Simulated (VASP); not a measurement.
# GaN (I-4m2) in VASP: a series of runs, part 2 of 2

VASP 6.6.1. The steps go on from the part before.

## Step 4: Single point, r2SCAN (strain -0.0500 x Voigt [0, 0, 1, 0, 0, 0])

POSCAR

```
GaN
1.0
    0.0000000000      2.2535006075      2.1408255771
    2.2535006075      0.0000000000      2.1408255771
    2.2535006075      2.2535006075      0.0000000000
Ga N
1 1
Direct
    0.0000000000      0.0000000000      0.0000000000
    0.7500000000      0.7500000000      0.7500000000
```

INCAR.step1

```
SYSTEM = GaN
PREC = Accurate ; ENCUT = 520
ISMEAR = 0 ; SIGMA = 0.05
LREAL = .False. ; LASPH = .True.
NELM = 100 ; NBANDS = 16
GGA = PE ; ALGO = Normal
EDIFF = 1E-4 ; LWAVE = .True.
LCHARG = .False.
```

INCAR.step2

```
SYSTEM = GaN
PREC = Accurate ; ENCUT = 520
EDIFF = 1E-6 ; ISMEAR = 0
SIGMA = 0.05 ; LREAL = .False.
LASPH = .True. ; NELM = 100
ALGO = Normal ; ISIF = 2
LWAVE = .False. ; LCHARG = .True.
METAGGA = R2SCAN ; LMIXTAU = .True.
LELF = .True. ; LVHAR = .True.
NBANDS = 16 ; ISTART = 1
```

KPOINTS

```
Automatic mesh
0
Gamma
  10 10 10
  0 0 0
```

Potentials or basis: VASP PAW PBE potentials, release 64 (Ga_d, N).

Started as:

```console
$ cat potpaw_PBE.64/Ga_d/POTCAR potpaw_PBE.64/N/POTCAR > POTCAR
$ cp INCAR.step1 INCAR
$ mpirun -np 1 vasp_std > vasp.out
$ cp INCAR.step2 INCAR
$ mpirun -np 1 vasp_std > vasp.out
```

OUTCAR:

```text
SYSTEM = GaN
   PREC = Accurate
   ENCUT = 520
   EDIFF = 1E-6
   ISMEAR = 0
   LREAL = .False.
   LASPH = .True.
   NELM = 100
   ISIF = 2
   METAGGA = R2SCAN
   ISTART = 1

 ion  position               nearest neighbor table
   1  0.000  0.000  0.000-   2 1.92   2 1.92   2 1.92   2 1.92
   2  0.750  0.750  0.750-   1 1.92   1 1.92   1 1.92   1 1.92

  LATTYP: Found a body centered tetragonal cell.
 ALAT       =     3.1869311219
 C/A-ratio  =     1.3435028842

  Lattice vectors:

 A1 = (   0.0000000000,  -2.2535006075,  -2.1408255771)
 A2 = (   0.0000000000,   2.2535006075,  -2.1408255771)
 A3 = (   2.2535006075,   0.0000000000,   2.1408255771)

Analysis of symmetry for initial positions (statically):
=====================================================================
 Subroutine PRICEL returns:
 Original cell was already a primitive cell.

 Routine SETGRP: Setting up the symmetry group for a
 body centered tetragonal supercell.

 Subroutine GETGRP returns: Found  8 space group operations
 (whereof  8 operations were pure point group operations)
 out of a pool of 16 trial point group operations.

The static configuration has the point symmetry D_2d.

Analysis of symmetry for dynamics (positions and initial velocities):
=====================================================================
 Subroutine PRICEL returns:
 Original cell was already a primitive cell.

 Routine SETGRP: Setting up the symmetry group for a
 body centered tetragonal supercell.

 Subroutine GETGRP returns: Found  8 space group operations
 (whereof  8 operations were pure point group operations)
 out of a pool of 16 trial point group operations.

The dynamic configuration has the point symmetry D_2d.

 Subroutine INISYM returns: Found  8 space group operations
 (whereof  8 operations are pure point group operations),
 and found     1 'primitive' translations

----------------------------------------------------------------------------------------

[... 111 lines left out ...]
     AMIX     =   0.40;   BMIX     =  1.00
     AMIX_MAG =   1.60;   BMIX_MAG =  1.00
  volume/ion in A,a.u.               =      10.87        73.37
  Fermi-wavevector in a.u.,A,eV,Ry     =   1.537175  2.904840 32.149322  2.362909
  Thomas-Fermi vector in A             =   2.643721
   LORBIT       =      0    0 simple, 1 ext, 2 COOP (PROOUT), +10 PAW based schemes
   METAGGA = R2SCAN    functional components
   LHFCALC =     F    Hartree Fock is set to
   AEXX    =    0.0000 exact exchange contribution
   IVDW    =     0    specifies the selected vdW correction
   LEPSILON=     F    determine dielectric tensor
   LRPA    =     F    only Hartree local field effects (RPA)
 non-spin polarized calculation
 Gauss-broadening in eV      SIGMA  =   0.05
  energy-cutoff  :      520.00
  volume of cell :       21.74
 maximum number of plane-waves:       596
   NGX = 11   NGY = 11   NGZ = 11

 number of electron      18.0000009 magnetization

 Free energy of the ion-electron system (eV)
  ---------------------------------------------------
  ext. energy  EPLUGINS =         0.00000000
  ---------------------------------------------------
  free energy    TOTEN  =       -21.84513840 eV

  energy without entropy =      -21.84513840  energy(sigma->0) =      -21.84513840

 E-fermi :   5.9856     XC(G=0): -12.9424

 val. band max:        5.7378974676   @ k =   0.0000   0.0000   0.0000
 cond. band min:       8.0471518092   @ k =   0.0000   0.0000   0.0000
 fundamental gap:      2.3092543415
 Fermi energy:         5.9856216992

 k-point     1 :       0.0000    0.0000    0.0000
  band No.  band energies     occupation
      1     -11.5912      2.00000
      2      -8.3123      2.00000
      3      -8.3123      2.00000
      4      -8.2571      2.00000
      5      -7.8910      2.00000
      6      -7.8842      2.00000
[... 433 lines left out ...]
      3      -8.0342      2.00000
      4      -8.0295      2.00000
      5      -7.8034      2.00000
      6      -6.9810      2.00000
[... 8 lines left out ...]
     15      28.9999      0.00000
     16      29.5823      0.00000

 [... further k-points ...]

------------------------ aborting loop because EDIFF is reached ----------------------------------------

  FORCE on cell =-STRESS in cart. coord.  units (eV):
  Direction    XX          YY          ZZ          XY          YZ          ZX
  --------------------------------------------------------------------------------------
  -------------------------------------------------------------------------------------
  Total        1.2104435      1.2104435      1.9565440      0.0000000     -0.0000000      0.0000000
  in kB       89.1925298     89.1925298    144.1695598      0.0000000     -0.0000000      0.0000000
  external PRESSURE =     107.5182065 kB  Pullay stress =       0.0000000 kB

 VOLUME and BASIS-vectors are now :
 -----------------------------------------------------------------------------
  energy-cutoff  :      520.00
  volume of cell :       21.74
      direct lattice vectors                 reciprocal lattice vectors
     0.000000000  2.253500607  2.140825577    -0.221877020  0.221877020  0.233554758
     2.253500607  0.000000000  2.140825577     0.221877020 -0.221877020  0.233554758
     2.253500607  2.253500607  0.000000000     0.221877020  0.221877020 -0.233554758

 POSITION                                       TOTAL-FORCE (eV/Angst)
 -----------------------------------------------------------------------------------
      0.00000      0.00000      0.00000        -0.000000     -0.000000     -0.000000
      3.38025      3.38025      3.21124         0.000000      0.000000      0.000000
 -----------------------------------------------------------------------------------
    total drift:                               -0.000010     -0.000010     -0.000005

  FREE ENERGIE OF THE ION-ELECTRON SYSTEM (eV)
  ---------------------------------------------------
  free  energy   TOTEN  =       -21.8451384048 eV

  energy  without entropy=      -21.8451384048  energy(sigma->0) =      -21.84513840
```

OSZICAR.step1:

```text
N       E                     dE             d eps       ncg     rms          rms(c)
DAV:   1     0.819319665571E+02    0.81932E+02   -0.93292E+03  3672   0.205E+03
DAV:   2    -0.848292134703E+01   -0.90415E+02   -0.84875E+02  3680   0.328E+02
DAV:   3    -0.140811099899E+02   -0.55982E+01   -0.55760E+01  3888   0.697E+01
DAV:   4    -0.141425139526E+02   -0.61404E-01   -0.61397E-01  4024   0.782E+00
DAV:   5    -0.141433358666E+02   -0.82191E-03   -0.82191E-03  4024   0.818E-01    0.791E+00
DAV:   6    -0.120516067613E+02    0.20917E+01   -0.48477E+00  4976   0.414E+01    0.268E+00
DAV:   7    -0.120637702565E+02   -0.12163E-01   -0.34930E-01  3632   0.647E+00    0.179E+00
DAV:   8    -0.120598967485E+02    0.38735E-02   -0.49739E-02  3888   0.340E+00    0.714E-01
DAV:   9    -0.120560931145E+02    0.38036E-02   -0.14509E-02  4856   0.294E+00    0.175E-01
DAV:  10    -0.120563655530E+02   -0.27244E-03   -0.15744E-03  4048   0.589E-01    0.749E-02
DAV:  11    -0.120562724703E+02    0.93083E-04   -0.25543E-04  3168   0.246E-01
   1 F= -.12056272E+02 E0= -.12056272E+02  d E =-.408415E-20
```

Wall time 3 min (1 thread of Intel Xeon 8259CL, shared host); peak memory 0.17 GiB.

What came out:

```yaml
Free_energy: -21.8451 eV
Pressure: 10.8 GPa
Band_gap_on_the_k_mesh: 2.31 eV
```

Stress tensor (GPa, compression positive):
```
 8.92  0.00  0.00
 0.00  8.92  0.00
 0.00  0.00 14.42
```

Levels at points of the mesh, in eV from the valence-band top:
| k point | band 7 | band 8 | band 9 | band 10 | band 11 | band 12 |
| --- | --- | --- | --- | --- | --- | --- |
| (0.00, 0.00, 0.00) | -0.22 | -0.22 | 0.00 | 2.31 | 11.11 | 11.26 |
| (0.50, 0.00, 0.00) | -7.65 | -1.40 | -1.02 | 5.31 | 9.59 | 10.72 |
| (0.50, 0.50, 0.00) | -6.19 | -3.39 | -3.39 | 3.42 | 6.80 | 13.39 |
| (0.50, 0.00, 0.50) | -6.77 | -2.99 | -2.94 | 3.78 | 7.72 | 12.56 |

Caveat: the cell differs from its parent crystal (strain -0.0500 x Voigt [0, 0, 1, 0, 0, 0]); the cell stands under pressure; the PAW data sets were made with another functional, which shifts forces and pressure a little.

## Step 5: Single point, r2SCAN (strain +0.0875 x Voigt [0, 0, 1, 0, 0, 0])

POSCAR

```
GaN
1.0
    0.0000000000      2.2535006075      2.4506819107
    2.2535006075      0.0000000000      2.4506819107
    2.2535006075      2.2535006075      0.0000000000
Ga N
1 1
Direct
    0.0000000000      0.0000000000      0.0000000000
    0.7500000000      0.7500000000      0.7500000000
```

INCAR.step1

```
SYSTEM = GaN
  ALGO = Normal
  EDIFF = 1E-4
  ENCUT = 520
  GGA = PE
  ISMEAR = 0
  LASPH = .True.
  LCHARG = .False.
  LREAL = .False.
  LWAVE = .True.
  NBANDS = 16
  NELM = 80
  PREC = Accurate
  SIGMA = 0.05
```

INCAR.step2

```
SYSTEM = GaN
  ALGO = Normal
  EDIFF = 1E-7
  ENCUT = 520
  ISIF = 2
  ISMEAR = 0
  ISTART = 1
  LASPH = .True.
  LCHARG = .False.
  LMIXTAU = .True.
  LREAL = .False.
  LWAVE = .False.
  METAGGA = R2SCAN
  NBANDS = 16
  NELM = 80
  PREC = Accurate
  SIGMA = 0.05
```

KPOINTS

```
k-points
0
Gamma
  10 10 10
  0 0 0
```

Potentials or basis: VASP PAW PBE potentials, release 64 (Ga_d, N).

Started as:

```console
$ cat potpaw_PBE.64/Ga_d/POTCAR potpaw_PBE.64/N/POTCAR > POTCAR
$ cp INCAR.step1 INCAR
$ mpirun -np 1 vasp_std > vasp.out
$ cp INCAR.step2 INCAR
$ mpirun -np 1 vasp_std > vasp.out
```

OUTCAR:

```text
SYSTEM = GaN
   EDIFF = 1E-7
   ENCUT = 520
   ISIF = 2
   ISMEAR = 0
   ISTART = 1
   LASPH = .True.
   LREAL = .False.
   METAGGA = R2SCAN
   NELM = 80
   PREC = Accurate

 ion  position               nearest neighbor table
   1  0.000  0.000  0.000-   2 2.01   2 2.01   2 2.01   2 2.01
   2  0.750  0.750  0.750-   1 2.01   1 2.01   1 2.01   1 2.01

  LATTYP: Found a body centered tetragonal cell.
 ALAT       =     3.1869311219
 C/A-ratio  =     1.5379572491

  Lattice vectors:

 A1 = (  -2.2535006075,   0.0000000000,   2.4506819107)
 A2 = (   2.2535006075,   0.0000000000,   2.4506819107)
 A3 = (   0.0000000000,   2.2535006075,  -2.4506819107)

Analysis of symmetry for initial positions (statically):
=====================================================================
 Subroutine PRICEL returns:
 Original cell was already a primitive cell.

 Routine SETGRP: Setting up the symmetry group for a
 body centered tetragonal supercell.

 Subroutine GETGRP returns: Found  8 space group operations
 (whereof  8 operations were pure point group operations)
 out of a pool of 16 trial point group operations.

[... 162 lines left out ...]

 E-fermi :   4.6035     XC(G=0): -12.1549

 val. band max:        4.2965171335   @ k =   0.0000   0.0000   0.0000
 cond. band min:       5.6756567977   @ k =   0.0000   0.0000   0.0000
 fundamental gap:      1.3791396642
 Fermi energy:         4.6035241896

 k-point     1 :       0.0000    0.0000    0.0000
  band No.  band energies     occupation
      1     -11.8825      2.00000
      2      -9.7218      2.00000
      3      -9.6382      2.00000
      4      -9.6381      2.00000
      5      -9.4079      2.00000
      6      -9.3963      2.00000
[... 433 lines left out ...]
      3      -9.4713      2.00000
      4      -9.4666      2.00000
      5      -9.3750      2.00000
      6      -8.6598      2.00000
[... 8 lines left out ...]
     15      26.2676      0.00000
     16      27.2206      0.00000

 [... further k-points ...]

------------------------ aborting loop because EDIFF is reached ----------------------------------------

  FORCE on cell =-STRESS in cart. coord.  units (eV):
  Direction    XX          YY          ZZ          XY          YZ          ZX
  --------------------------------------------------------------------------------------
  -------------------------------------------------------------------------------------
  Total       -1.5053676     -1.5053676     -3.5629555      0.0000000      0.0000000      0.0000000
  in kB      -96.8993458    -96.8993458   -229.3446869      0.0000000      0.0000000      0.0000000
  external PRESSURE =    -141.0477928 kB  Pullay stress =       0.0000000 kB

 VOLUME and BASIS-vectors are now :
 -----------------------------------------------------------------------------
  energy-cutoff  :      520.00
  volume of cell :       24.89
      direct lattice vectors                 reciprocal lattice vectors
     0.000000000  2.253500607  2.450681911    -0.221877020  0.221877020  0.204024846
     2.253500607  0.000000000  2.450681911     0.221877020 -0.221877020  0.204024846
     2.253500607  2.253500607  0.000000000     0.221877020  0.221877020 -0.204024846

 POSITION                                       TOTAL-FORCE (eV/Angst)
 -----------------------------------------------------------------------------------
      0.00000      0.00000      0.00000         0.000000      0.000000      0.000000
      3.38025      3.38025      3.67602        -0.000000     -0.000000     -0.000000
 -----------------------------------------------------------------------------------
    total drift:                               -0.000071     -0.000071     -0.000167

  FREE ENERGIE OF THE ION-ELECTRON SYSTEM (eV)
  ---------------------------------------------------
  free  energy   TOTEN  =       -21.7508280270 eV

  energy  without entropy=      -21.7508280270  energy(sigma->0) =      -21.75082803
```

OUTCAR.step1:

```text
SYSTEM = GaN
   EDIFF = 1E-4
   ENCUT = 520
   GGA = PE
   ISMEAR = 0
   LASPH = .True.
   LREAL = .False.
[... 678 lines left out ...]
      0.00000      0.00000      0.00000         0.000000      0.000000      0.000000
      3.38025      3.38025      3.67602        -0.000000     -0.000000     -0.000000
 -----------------------------------------------------------------------------------
    total drift:                               -0.000003     -0.000003      0.000001

  FREE ENERGIE OF THE ION-ELECTRON SYSTEM (eV)
  ---------------------------------------------------
  free  energy   TOTEN  =       -12.0661443366 eV

  energy  without entropy=      -12.0661443366  energy(sigma->0) =      -12.06614434
```

It took 5.2 min on 1 thread of Intel Xeon 8259CL, shared host; peak memory 0.18 GiB.

What came out:

| Property | Result |
| --- | --- |
| Free energy | -21.7508 eV |
| Pressure | -14.1 GPa |
| Band gap on the k mesh | 1.38 eV |

Levels at points of the mesh, in eV from the valence-band top:
```csv
k point,band 5,band 6,band 7,band 8,band 9,band 10,band 11,band 12,band 13,band 14
"(0.00, 0.00, 0.00)",-13.70,-13.69,-0.44,0.00,0.00,1.38,10.26,10.26,10.51,17.22
"(0.50, 0.00, 0.00)",-13.64,-12.56,-6.75,-1.36,-0.71,4.25,8.84,10.06,11.00,15.50
"(0.50, 0.50, 0.00)",-13.66,-12.43,-6.59,-2.22,-2.22,3.97,7.35,11.17,14.12,14.12
"(0.50, 0.00, 0.50)",-13.62,-12.05,-5.71,-2.81,-2.81,3.44,6.15,12.11,12.77,14.65
```

Caveat: the cell differs from its parent crystal (strain +0.0875 x Voigt [0, 0, 1, 0, 0, 0]); the cell stands under tension; the PAW data sets were made with another functional, which shifts forces and pressure a little.

## Step 6: Single point, r2SCAN (strain +0.1000 x Voigt [0, 0, 1, 0, 0, 0])

POSCAR

```
GaN
1.0
    0.0000000000      2.2535006075      2.4788506683
    2.2535006075      0.0000000000      2.4788506683
    2.2535006075      2.2535006075      0.0000000000
Ga N
1 1
Direct
    0.0000000000      0.0000000000      0.0000000000
    0.7500000000      0.7500000000      0.7500000000
```

INCAR.step1

```
  PREC = Accurate
  ENCUT = 520
  ISMEAR = 0
  SIGMA = 0.05
  LREAL = False
  LASPH = True
  NELM = 100
  NBANDS = 16
  GGA = PE
  ALGO = Normal
  EDIFF = 1E-4
  LWAVE = True
  LCHARG = False
```

INCAR.step2

```
  PREC = Accurate
  ENCUT = 520
  EDIFF = 1E-6
  ISMEAR = 0
  SIGMA = 0.05
  LREAL = False
  LASPH = True
  NELM = 100
  ALGO = Normal
  ISIF = 2
  LWAVE = False
  LCHARG = False
  METAGGA = R2SCAN
  LMIXTAU = True
  NBANDS = 16
  ISTART = 1
```

KPOINTS

```
Automatic mesh
0
Gamma
  10 10 10
```

Potentials or basis: VASP PAW PBE potentials, release 64 (Ga_d, N).

Started as:

```console
$ cat potpaw_PBE.64/Ga_d/POTCAR potpaw_PBE.64/N/POTCAR > POTCAR
$ cp INCAR.step1 INCAR
$ mpirun -np 1 vasp_std > vasp.out
$ cp INCAR.step2 INCAR
$ mpirun -np 1 vasp_std > vasp.out
```

Wall time 4.1 min (1 thread of Intel Xeon 8259CL, shared host); peak memory 0.18 GiB.

Results (log left out):

```yaml
Free_energy: -21.7073 eV
Pressure: -15.7 GPa
Band_gap_on_the_k_mesh: 1.27 eV
```

Stress tensor (GPa, compression positive):
```
-10.56   0.00   0.00
  0.00 -10.56   0.00
  0.00   0.00 -25.94
```

Levels at points of the mesh, in eV from the valence-band top:
```csv
k point,band 7,band 8,band 9,band 10,band 11,band 12
"(0.00, 0.00, 0.00)",-0.50,0.00,0.00,1.27,10.16,10.16
"(0.50, 0.00, 0.00)",-6.70,-1.41,-0.68,4.10,8.75,9.98
"(0.50, 0.50, 0.00)",-6.63,-2.14,-2.14,3.99,7.33,11.02
"(0.50, 0.00, 0.50)",-5.65,-2.81,-2.81,3.40,6.00,12.03
```

Caveat: the cell differs from its parent crystal (strain +0.1000 x Voigt [0, 0, 1, 0, 0, 0]); the cell stands under tension; the PAW data sets were made with another functional, which shifts forces and pressure a little.

## Step 7: The runs side by side

| cell | gap on the mesh (eV) | pressure (GPa) |
| --- | --- | --- |
| a = 3.032, b = 3.032, c = 3.187 Å, angles 58.3, 58.3, 63.4°, 2 atoms | 2.54 | 24.4 |
| a = 3.070, b = 3.070, c = 3.187 Å, angles 58.7, 58.7, 62.5°, 2 atoms | 2.42 | 17.2 |
| a = 3.108, b = 3.108, c = 3.187 Å, angles 59.2, 59.2, 61.7°, 2 atoms | 2.31 | 10.8 |
| a = 3.329, b = 3.329, c = 3.187 Å, angles 61.4, 61.4, 57.2°, 2 atoms | 1.38 | -14.1 |
| a = 3.350, b = 3.350, c = 3.187 Å, angles 61.6, 61.6, 56.8°, 2 atoms | 1.27 | -15.7 |

Alike in all rows: task single point; level r2SCAN; potentials or basis VASP PAW PBE potentials, release 64 (Ga_d, N); no spin polarisation; k mesh 10 × 10 × 10; cutoff (eV) 520; smearing gaussian 0.05 eV.

Caveats: the PAW data sets were made with another functional, which shifts forces and pressure a little; the cell stands under pressure (at least some runs); the cell stands under tension (at least some runs).

Absolute energies hang on the potentials; compare differences alone.
